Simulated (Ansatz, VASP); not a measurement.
**HfO2 in VASP and in Ansatz**

```xyz
12
Lattice="-3.6043 0.0000 0.0000 0.0000 -3.6043 0.0000 -1.2013 1.2013 10.5279" Properties=species:S:1:pos:R:3 pbc="T T T"
Hf   -1.8022   -1.8022    2.1235
Hf   -1.8022   -1.8022    7.3875
Hf   -3.6043   -3.6043    4.7555
Hf   -3.6043   -3.6043   10.0194
O     0.0000   -1.8022    3.1408
O     0.0000   -1.8022    8.4047
O    -1.8022    0.0000    3.7382
O    -1.8022    0.0000    9.0022
O    -1.8022    0.0000    1.1062
O    -1.8022    0.0000    6.3702
O     0.0000   -1.8022    0.5088
O     0.0000   -1.8022    5.7727
```

Alike in both runs: task single point; functional PBE; k mesh 6 × 6 × 2; occupations gaussian, width 0.05 eV; no spin polarisation.

```csv
,VASP,Ansatz
version,VASP 6.6.1,Ansatz 0.2.0
potentials or method,"VASP PAW PBE potentials, release 64 (Hf_pv, O), cutoff 520 eV","scalar-relativistic, plane waves, PAW"
valence electrons in the cell,88,152
```

```csv
,VASP,Ansatz,Ansatz less VASP
gap on the k mesh at the Fermi level (eV),2.58,2.59,+0.008
least direct gap on the mesh (eV),2.63,2.64,+0.016
pressure (GPa),9.2,12.1,+2.84
"traceless stress, the component that is largest in VASP (GPa)",-8.82,-8.69,+0.129
rms of the force components (eV/Å),2.934,2.907,-0.0273
```

Atom by atom the forces differ by 0.042 eV/Å (rms over components). VASP's potentials hold 88 valence electrons a cell and Ansatz's 152, so a difference there can come from the potentials and not from the codes.

Neither program's run includes spin-orbit coupling.
